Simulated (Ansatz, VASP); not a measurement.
# Two plane-wave programs on B2O

```
CELL_PARAMETERS angstrom
2.58596 0.00000 0.00000
-1.29298 2.23951 0.00000
0.00000 0.00000 9.49505
ATOMIC_POSITIONS crystal
B 0.00000 0.00000 0.40850
B 0.00000 0.00000 0.59150
B 0.66667 0.33333 0.02163
B 0.33333 0.66667 0.97837
O 0.66667 0.33333 0.35090
O 0.33333 0.66667 0.64910
```

Alike in both runs: functional PBE; dispersion D3(BJ); k mesh 6 × 6 × 4; occupations gaussian, width 0.1 eV; no spin polarisation.

Ansatz relaxed the structure, and its values are those at the end. VASP's run is a single point on that final structure, the one shown.

```csv
,VASP,Ansatz
version,VASP 6.6.1,Ansatz 0.2.0
potentials or method,"VASP PAW PBE potentials, release 64 (B, O), cutoff 520 eV","scalar-relativistic, plane waves, PAW"
valence electrons in the cell,24,24
```

|  | VASP | Ansatz | Ansatz less VASP |
| --- | --- | --- | --- |
| gap on the k mesh at the Fermi level (eV) | none | none | - |
| pressure (GPa) | 0.2 | 0.0 | -0.22 |
| rms of the force components (eV/Å) | 0.009 | 0.003 | -0.0066 |

A gap of «none» marks a metal or a gap that the smearing closes. Ansatz's warnings: structure snapped to symmetry.

The k mesh is coarse, so the values compare programs but aren't converged.
